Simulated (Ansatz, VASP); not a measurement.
**TlCl in VASP and in Ansatz**

POSCAR

```
TlCl
1.0
    3.7936346873      0.0000000000      0.0000000000
    0.0000000000      3.7936346873      0.0000000000
    0.0000000000      0.0000000000      3.7936346873
Tl Cl
1 1
Direct
    0.0000000000      0.0000000000      0.0000000000
    0.5000000000      0.5000000000      0.5000000000
```

The input INCAR.step1:

```
SYSTEM = TlCl
  PREC = Accurate
  ENCUT = 400
  EDIFF = 1E-5
  ISMEAR = 0
  SIGMA = 0.01
  LREAL = .False.
  LASPH = .True.
  NELM = 120
  ALGO = Normal
  ISIF = 2
  LWAVE = .True.
  LCHARG = .False.
  NBANDS = 17
  GGA = PE
  GGA_COMPAT = .False.
```

File INCAR.step2:

```
SYSTEM = TlCl
  PREC = Accurate
  ENCUT = 400
  EDIFF = 1E-6
  ISMEAR = 0
  SIGMA = 0.01
  LREAL = .False.
  LASPH = .True.
  NELM = 120
  ALGO = Normal
  ISIF = 2
  LWAVE = .False.
  LCHARG = .False.
  GGA = PE
  LHFCALC = .True.
  AEXX = 0.05
  HFSCREEN = 0.2078
  PRECFOCK = Normal
  NBANDS = 17
  ISTART = 1
  GGA_COMPAT = .False.
```

KPOINTS

```
Automatic mesh
0
Gamma
  4 4 4
  0 0 0
```

Input for Ansatz:

```yaml
crystal:
  lattice:
    - [3.7936346873, 0.0, 0.0]
    - [0.0, 3.7936346873, 0.0]
    - [0.0, 0.0, 3.7936346873]
  atoms:
    - { symbol: Tl, position: [0.0, 0.0, 0.0] }
    - { symbol: Cl, position: [0.5, 0.5, 0.5] }
kpoints:
  mp_grid: { grid: [4, 4, 4] }
hamiltonian:
  xc:
    exchange: pbe
    correlation: pbe
    exx: { coeff: 0.05, omega: 0.2078 }
scf:
  occupations: { method: fixed }
  n_extra_bands: 4
output:
  forces: true
  stress: true
  eigenvalues: true
```

Alike in both runs: task single point; functional PBE-based screened hybrid; k mesh 4 × 4 × 4; no spin polarisation.

|  | VASP | Ansatz |
| --- | --- | --- |
| version | VASP 6.6.1 | Ansatz 0.2.0 |
| potentials or method | VASP PAW PBE potentials, release 64 (Tl_d, Cl) | plane waves |
| plane-wave cutoff (eV) | 400 | 420 |
| occupations | gaussian, width 0.01 eV | fixed |
| valence electrons in the cell | 20 | 20 |

```tsv
	VASP	Ansatz	Ansatz less VASP
gap on the k mesh at the Fermi level (eV)	2.14	2.13	-0.007
pressure (GPa)	2.2	2.3	+0.10
```

VASP's potentials were made for PBE, not for PBE-based screened hybrid. Ansatz's warnings: stress exchange threshold loose, stress scf threshold loose.

Spin-orbit coupling is off throughout.
